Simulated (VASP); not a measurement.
# Cd2O3 (R-3c) in VASP: single point with PBE

Aim: the single point of Cd2O3 with PBE.

Everything below comes from runs of VASP 6.6.1. Logs are shortened: lines on timing, memory, paths and dates and some standing lists are left out, and cuts for length are marked.

## Step 1: The cell of the first run

The structure is trigonal, space group R-3c (No. 167). Conventional cell: a = 5.351 Å, b = 5.351 Å, c = 14.150 Å, α = 90.00°, β = 90.00°, γ = 120.00°. Within 2.7 Å of Cd (site symmetry 3) lie 6 O at 2.06 to 2.20 Å. Within 2.9 Å of O (site symmetry 2) lie 4 Cd at 2.06 to 2.20 Å and 4 O at 2.76 to 2.87 Å.

## Step 2: Single point, PBE

Input file INCAR:

```
SYSTEM = Cd2O3
PREC     = Accurate       ! precision mode
ENCUT    = 520            ! plane-wave cutoff, eV
EDIFF    = 1E-7           ! SCF threshold, eV
ISMEAR   = -1             ! smearing method
SIGMA    = 0.1            ! smearing width, eV
LREAL    = .FALSE.        ! projectors in reciprocal space
LASPH    = .TRUE.         ! aspherical terms in the spheres
NELM     = 60             ! most SCF steps
ALGO     = Normal         ! electronic algorithm
ISIF     = 2              ! what is computed and relaxed
LWAVE    = .FALSE.        ! write WAVECAR
LCHARG   = .TRUE.         ! write CHGCAR
GGA      = PE             ! functional
LELF     = .TRUE.         ! ELF
LVHAR    = .TRUE.       
NBANDS   = 53             ! bands
```

Input file KPOINTS:

```
Automatic mesh
0
G
  7 7 7
  0 0 0
```

Input file POSCAR:

```
Cd2O3
1.0
    2.6753740000      4.6338830000      0.0000000000
   -2.6753740000      4.6338830000      0.0000000000
    0.0000000000     -3.0892550000      4.7165680000
Cd O
4 6
Direct
    0.3573100000      0.3573100000      0.0719300000
    0.1426900000      0.1426900000      0.4280700000
    0.6426900000      0.6426900000      0.9280700000
    0.8573100000      0.8573100000      0.5719300000
    0.5480000000      0.9520000000      0.7500000000
    0.2500000000      0.5480000000      0.7500000000
    0.9520000000      0.2500000000      0.7500000000
    0.4520000000      0.0480000000      0.2500000000
    0.7500000000      0.4520000000      0.2500000000
    0.0480000000      0.7500000000      0.2500000000
```

Potentials or basis: VASP PAW PBE potentials, release 64 (Cd, O).

Command:

```console
> cat potpaw_PBE.64/Cd/POTCAR potpaw_PBE.64/O/POTCAR > POTCAR
> mpirun -np 1 vasp_std > vasp.out
```

OUTCAR:

```text
SYSTEM = Cd2O3
   PREC = Accurate
   ENCUT = 520
   EDIFF = 1E-7
   ISMEAR = -1
   LREAL = .FALSE.
   LASPH = .TRUE.
   NELM = 60
   ISIF = 2
   GGA = PE

 ion  position               nearest neighbor table
   1  0.357  0.357  0.072-   8 2.06   9 2.06  10 2.06   6 2.20   7 2.20   5 2.20   2 3.04   3 3.16
                             3 3.16   3 3.16   2 3.52   2 3.52   2 3.52
   2  0.143  0.143  0.428-   8 2.06  10 2.06   9 2.06   7 2.20   6 2.20   5 2.20   1 3.04   4 3.16
                             4 3.16   4 3.16   1 3.52   1 3.52   1 3.52
   3  0.643  0.643  0.928-   5 2.06   6 2.06   7 2.06   9 2.20  10 2.20   8 2.20   4 3.04   1 3.16
                             1 3.16   1 3.16   4 3.52   4 3.52   4 3.52
   4  0.857  0.857  0.572-   5 2.06   7 2.06   6 2.06  10 2.20   9 2.20   8 2.20   3 3.04   2 3.16
                             2 3.16   2 3.16   3 3.52   3 3.52   3 3.52
   5  0.548  0.952  0.750-   3 2.06   4 2.06   1 2.20   2 2.20
   6  0.250  0.548  0.750-   3 2.06   4 2.06   1 2.20   2 2.20
   7  0.952  0.250  0.750-   4 2.06   3 2.06   2 2.20   1 2.20
   8  0.452  0.048  0.250-   1 2.06   2 2.06   3 2.20   4 2.20
   9  0.750  0.452  0.250-   1 2.06   2 2.06   3 2.20   4 2.20
  10  0.048  0.750  0.250-   2 2.06   1 2.06   4 2.20   3 2.20

  LATTYP: Found a trigonal (rhomboedric) cell.
 ALAT       =     5.6382191689
 COS(alpha) =     0.5496863698

  Lattice vectors:

 A1 = (   2.6753740000,   1.5446280000,   4.7165680000)
 A2 = (  -2.6753740000,   1.5446280000,   4.7165680000)
 A3 = (   0.0000000000,  -3.0892550000,   4.7165680000)

Analysis of symmetry for initial positions (statically):
=====================================================================
 Subroutine PRICEL returns:
 Original cell was already a primitive cell.

 Routine SETGRP: Setting up the symmetry group for a
 trigonal (rhombohedral) supercell.

 Subroutine GETGRP returns: Found 12 space group operations
 (whereof  6 operations were pure point group operations)
 out of a pool of 12 trial point group operations.

The static configuration has the point symmetry S_6 .
 The point group associated with its full space group is D_3d.

Analysis of symmetry for dynamics (positions and initial velocities):
=====================================================================
 Subroutine PRICEL returns:
 Original cell was already a primitive cell.

 Routine SETGRP: Setting up the symmetry group for a
 trigonal (rhombohedral) supercell.

 Subroutine GETGRP returns: Found 12 space group operations
 (whereof  6 operations were pure point group operations)
 out of a pool of 12 trial point group operations.

The dynamic configuration has the point symmetry S_6 .
 The point group associated with its full space group is D_3d.

 Subroutine INISYM returns: Found 12 space group operations
 (whereof  6 operations are pure point group operations),
 and found     1 'primitive' translations

----------------------------------------------------------------------------------------

                                     Primitive cell

  volume of cell :     116.9461

  direct lattice vectors                    reciprocal lattice vectors
     2.675374000  4.633883000  0.000000000     0.186889758  0.107900868  0.070672849
    -2.675374000  4.633883000  0.000000000    -0.186889758  0.107900868  0.070672849
     0.000000000 -3.089255000  4.716568000     0.000000000  0.000000000  0.212018569

  length of vectors
     5.350747396  5.350747396  5.638218704     0.227079349  0.227079349  0.212018569

  position of ions in fractional coordinates (direct lattice)
     0.357310000  0.357310000  0.071930000
     0.142690000  0.142690000  0.428070000
     0.642690000  0.642690000  0.928070000
     0.857310000  0.857310000  0.571930000
     0.548000000  0.952000000  0.750000000
     0.250000000  0.548000000  0.750000000
     0.952000000  0.250000000  0.750000000
     0.452000000  0.048000000  0.250000000
     0.750000000  0.452000000  0.250000000
     0.048000000  0.750000000  0.250000000

  ion indices of the primitive-cell ions
   primitive index   ion index
                 1           1
                 2           2
                 3           3
                 4           4
                 5           5
                 6           6
                 7           7
                 8           8
                 9           9
                10          10

----------------------------------------------------------------------------------------

 KPOINTS: Automatic mesh

Automatic generation of k-mesh.
 Grid dimensions read from file:
 generate k-points for:    7    7    7

 Generating k-lattice:

  Cartesian coordinates                     Fractional coordinates (reciprocal lattice)
     0.026698537  0.015414410  0.010096121     0.142857143 -0.000000000  0.000000000
    -0.026698537  0.015414410  0.010096121    -0.000000000  0.142857143  0.000000000
     0.000000000  0.000000000  0.030288367     0.000000000  0.000000000  0.142857143

  Length of vectors
     0.032439907  0.032439907  0.030288367

  Shift w.r.t. Gamma in fractional coordinates (k-lattice)
     0.000000000  0.000000000  0.000000000

 Subroutine IBZKPT returns following result:
 ===========================================

 Found     44 irreducible k-points:

 Following reciprocal coordinates:
            Coordinates               Weight
  0.000000  0.000000  0.000000      1.000000
  0.142857 -0.000000 -0.000000      6.000000
  0.285714  0.000000  0.000000      6.000000
  0.428571 -0.000000  0.000000      6.000000
  0.142857  0.142857 -0.000000      6.000000
  0.285714  0.142857  0.000000     12.000000
[... 16 lines left out ...]
  0.142857  0.142857  0.142857      6.000000
  0.285714  0.142857  0.142857     12.000000
 [... further k-points ...]
   k-points           NKPTS =     44   k-points in BZ     NKDIM =     44   number of bands    NBANDS=     53
   number of dos      NEDOS =    301   number of ions     NIONS =     10
   total plane-waves  NPLWV =  67200
   dimension x,y,z NGX =    40 NGY =   40 NGZ =   42
   dimension x,y,z NGXF=    80 NGYF=   80 NGZF=   84
   ions per type =               4   6
   NGX,Y,Z   is equivalent  to a cutoff of  12.43, 12.43, 12.38 a.u.
   NGXF,Y,Z  is equivalent  to a cutoff of  24.86, 24.86, 24.77 a.u.
 SYSTEM =  Cd2O3
   PREC   = accura    normal or accurate (medium, high low for compatibility)
   ISTART =      0    job   : 0-new  1-cont  2-samecut
   ICHARG =      2    charge: 1-file 2-atom 10-const
   ISPIN  =      1    spin polarized calculation?
   LNONCOLLINEAR =      F non collinear calculations
   LSORBIT =      F    spin-orbit coupling
   LASPH  =      T    aspherical Exc in radial PAW
   ENCUT  =  520.0 eV  38.22 Ry    6.18 a.u.   9.95  9.95 10.48*2*pi/ulx,y,z
   NELM   =     60;   NELMIN=  2; NELMDL= -5     # of ELM steps
   EDIFF  = 0.1E-06   stopping-criterion for ELM
   LREAL  =      F    real-space projection
   EDIFFG = 0.1E-05   stopping-criterion for IOM
   NSW    =      0    number of steps for IOM
   IBRION =     -1    ionic relax: 0-MD 1-quasi-New 2-CG
   NFREE  =      0    steps in history (QN), initial steepest desc. (CG)
   ISIF   =      2    stress and relaxation
   ISYM   =      2    0-nonsym 1-usesym 2-fastsym
   POTIM  = 0.5000    time-step for ionic-motion
   TEBEG  =    0.0;   TEEND  =   0.0 temperature during run
   PSTRESS=    0.0 pullay stress
   NELECT =      84.0000    total number of electrons
   NUPDOWN=      -1.0000    fix difference up-down
   EMIN   =  10.00;   EMAX   =-10.00  energy-range for DOS
   EFERMI =   0.00;   METHOD = LEGACY
   ISMEAR =    -1;   SIGMA  =   0.10  broadening in eV -4-tet -1-fermi 0-gaus
   EFERMI_NEDOS =   21; number of points for ismear=-14 and -15
   IALGO  =     38    algorithm
   IMIX   =      4    mixing-type and parameters
     AMIX     =   0.40;   BMIX     =  1.00
     AMIX_MAG =   1.60;   BMIX_MAG =  1.00
  volume/ion in A,a.u.               =      11.69        78.92
  Fermi-wavevector in a.u.,A,eV,Ry     =   1.466131  2.770585 29.246259  2.149539
  Thomas-Fermi vector in A             =   2.581905
   LORBIT       =      0    0 simple, 1 ext, 2 COOP (PROOUT), +10 PAW based schemes
   GGA     = PE    functional components
   LHFCALC =     F    Hartree Fock is set to
   AEXX    =    0.0000 exact exchange contribution
   IVDW    =     0    specifies the selected vdW correction
   LEPSILON=     F    determine dielectric tensor
   LRPA    =     F    only Hartree local field effects (RPA)
 non-spin polarized calculation
  energy-cutoff  :      520.00
  volume of cell :      116.95
 maximum number of plane-waves:      3191
   NGX = 19   NGY = 19   NGZ = 21

 number of electron      84.0000005 magnetization

 Free energy of the ion-electron system (eV)
  ---------------------------------------------------
  ext. energy  EPLUGINS =         0.00000000
  ---------------------------------------------------
  free energy    TOTEN  =       -35.26417893 eV

  energy without entropy =      -34.90746867  energy(sigma->0) =      -35.08582380

 E-fermi :   2.0084     XC(G=0): -11.6143

 val. band max:        2.0009165263   @ k =  -0.4286   0.0000   0.1429
 cond. band min:       2.0089641089   @ k =   0.4286   0.4286   0.1429
 fundamental gap:      0.0080475826
 Fermi energy:         2.0083817970

 k-point     1 :       0.0000    0.0000    0.0000
  band No.  band energies     occupation
      1     -16.4982      2.00000
      2     -15.3331      2.00000
      3     -15.3331      2.00000
      4     -15.2419      2.00000
      5     -15.2419      2.00000
      6     -15.2155      2.00000
[... 45 lines left out ...]
     52      13.1156      0.00000
     53      13.2645      0.00000

 k-point     2 :       0.1429   -0.0000   -0.0000
  band No.  band energies     occupation
      1     -16.4365      2.00000
      2     -15.3430      2.00000
      3     -15.3281      2.00000
      4     -15.3111      2.00000
      5     -15.2511      2.00000
      6     -15.2051      2.00000
[... 45 lines left out ...]
     52      13.0462      0.00000
     53      13.6454      0.00000

 k-point     3 :       0.2857    0.0000    0.0000
  band No.  band energies     occupation
      1     -16.2637      2.00000
      2     -15.4942      2.00000
      3     -15.3353      2.00000
      4     -15.3154      2.00000
      5     -15.2725      2.00000
      6     -15.2204      2.00000
[... 45 lines left out ...]
     52      13.2255      0.00000
     53      13.5390      0.00000
[... 1065 lines left out ...]
 k-point    23 :       0.1429    0.1429    0.1429
  band No.  band energies     occupation
      1     -16.2999      2.00000
      2     -15.4345      2.00000
      3     -15.3235      2.00000
      4     -15.3129      2.00000
      5     -15.2812      2.00000
      6     -15.2575      2.00000
[... 45 lines left out ...]
     52      13.2074      0.00000
     53      13.5323      0.00000

 k-point    24 :       0.2857    0.1429    0.1429
  band No.  band energies     occupation
      1     -16.1557      2.00000
      2     -15.5420      2.00000
      3     -15.3407      2.00000
      4     -15.3235      2.00000
      5     -15.2984      2.00000
      6     -15.2640      2.00000
[... 45 lines left out ...]
     52      13.1938      0.00000
     53      13.7253      0.00000

 [... further k-points ...]

------------------------ aborting loop because EDIFF is reached ----------------------------------------

  FORCE on cell =-STRESS in cart. coord.  units (eV):
  Direction    XX          YY          ZZ          XY          YZ          ZX
  --------------------------------------------------------------------------------------
  -------------------------------------------------------------------------------------
  Total       25.8635098     25.8635020     20.1454830      0.0000000      0.0000014      0.0000000
  in kB      354.3336363    354.3335296    275.9958841      0.0000000      0.0000195      0.0000000
  external PRESSURE =     328.2210167 kB  Pullay stress =       0.0000000 kB

 VOLUME and BASIS-vectors are now :
 -----------------------------------------------------------------------------
  energy-cutoff  :      520.00
  volume of cell :      116.95
      direct lattice vectors                 reciprocal lattice vectors
     2.675374000  4.633883000  0.000000000     0.186889758  0.107900868  0.070672849
    -2.675374000  4.633883000  0.000000000    -0.186889758  0.107900868  0.070672849
     0.000000000 -3.089255000  4.716568000     0.000000000  0.000000000  0.212018569

 POSITION                                       TOTAL-FORCE (eV/Angst)
 -----------------------------------------------------------------------------------
      0.00000      3.08926      0.33926         0.000000     -0.000000     -0.261818
      0.00000      0.00000      2.01902         0.000000      0.000000      0.261818
      0.00000      3.08926      4.37731         0.000000      0.000000      0.261818
      0.00000      6.17851      2.69755         0.000000     -0.000000     -0.261818
     -1.08085      4.63388      3.53743        -0.406234     -0.000000      0.000000
     -0.79726      1.38090      3.53743         0.203117     -0.351809      0.000000
      1.87811      3.25299      3.53743         0.203117      0.351809      0.000000
      1.08085      1.54463      1.17914         0.406234     -0.000000      0.000000
      0.79726      4.79761      1.17914        -0.203117      0.351809      0.000000
     -1.87811      2.92552      1.17914        -0.203117     -0.351809      0.000000
 -----------------------------------------------------------------------------------
    total drift:                                0.000000     -0.000000      0.000000

  FREE ENERGIE OF THE ION-ELECTRON SYSTEM (eV)
  ---------------------------------------------------
  free  energy   TOTEN  =       -35.2641789307 eV

  energy  without entropy=      -34.9074686650  energy(sigma->0) =      -35.08582380
```

Run time: 13 min. Hardware: 1 thread of AMD EPYC 7R43 (Zen 3), shared host; peak memory 0.34 GiB.

Results:

```
Free energy            : -35.2642 eV
Pressure               : 32.8 GPa
Largest force          : 0.406 eV/Å
Band gap on the k mesh : zero (bands 42 and 43 overlap by 0.26 eV)
```

Forces on the atoms (eV/Å):
```
Cd   0.000  0.000 -0.262
Cd   0.000  0.000  0.262
Cd   0.000  0.000  0.262
Cd   0.000  0.000 -0.262
O   -0.406  0.000  0.000
O    0.203 -0.352  0.000
O    0.203  0.352  0.000
O    0.406  0.000  0.000
O   -0.203  0.352  0.000
O   -0.203 -0.352  0.000
```

Stress tensor (GPa, compression positive):
```
35.43  0.00  0.00
 0.00 35.43  0.00
 0.00  0.00 27.60
```

Levels at points of the mesh, in eV from the Fermi level:
```tsv
k point	band 40	band 41	band 42	band 43	band 44	band 45
(0.00, 0.00, 0.00)	-0.54	-0.08	-0.08	0.50	0.50	2.85
```

Caveat: the cell stands under pressure; semilocal functionals underestimate gaps, so a narrow gap can read as zero.
